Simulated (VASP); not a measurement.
A run of VASP 6.6.1 is set up as follows.

The input INCAR:

```
  PREC = Accurate
  ENCUT = 600
  EDIFF = 1E-6
  ISMEAR = -1
  SIGMA = 0.02
  LREAL = F
  LASPH = T
  NELM = 80
  ALGO = Normal
  ISIF = 3
  LWAVE = F
  LCHARG = F
  GGA = PS
  IBRION = 2
  NSW = 80
  EDIFFG = -0.005
```

The input KPOINTS:

```
regular mesh
0
Gamma
  12 12 2
```

Contents of POSCAR:

```
GaN
1.0
    3.2171330139      0.0000000000      0.0000000000
   -1.6085665069      2.7861189174      0.0000000000
    0.0000000000      0.0000000000     10.4954066517
Ga N
4 4
Direct
    0.0000000000      0.0000000000     -0.0003500083
    0.3333333333      0.6666666667      0.2499403964
    0.0000000000      0.0000000000      0.4996499917
    0.6666666667      0.3333333333      0.7499403964
    0.0000000000      0.0000000000      0.1876293227
    0.3333333333      0.6666666667      0.4377802891
    0.0000000000      0.0000000000      0.6876293227
    0.6666666667      0.3333333333      0.9377802891
```

Potentials or basis: VASP PAW PBE potentials, release 64 (Ga_d, N).

The run is started by

```console
$ cat potpaw_PBE.64/Ga_d/POTCAR potpaw_PBE.64/N/POTCAR > POTCAR
$ mpirun -np 1 vasp_std > vasp.out
```

**Question.** Estimate the relaxed volume.

**Answer.** 11.35 Å³/atom.

**Question.** Estimate the relaxed cell.

**Answer.** a = 3.180 Å, b = 3.180 Å, c = 10.374 Å, α = 90.00°, β = 90.00°, γ = 120.00°.

**Question.** What does it give for the band gap on the k mesh?

**Answer.** 1.82 eV.

Final structure:
```yaml
crystal:
  lattice:
    - [3.17973, 0.00000, 0.00000]
    - [-1.58987, 2.75373, 0.00000]
    - [0.00000, 0.00000, 10.37369]
  atoms:
    - { symbol: Ga, position: [0.00000, 0.00000, 0.99967] }
    - { symbol: Ga, position: [0.33333, 0.66667, 0.24994] }
    - { symbol: Ga, position: [0.00000, 0.00000, 0.49967] }
    - { symbol: Ga, position: [0.66667, 0.33333, 0.74994] }
    - { symbol: N, position: [0.00000, 0.00000, 0.18761] }
    - { symbol: N, position: [0.33333, 0.66667, 0.43777] }
    - { symbol: N, position: [0.00000, 0.00000, 0.68761] }
    - { symbol: N, position: [0.66667, 0.33333, 0.93777] }
```

Caveat: the PAW data sets were made with another functional, which shifts forces and pressure a little.
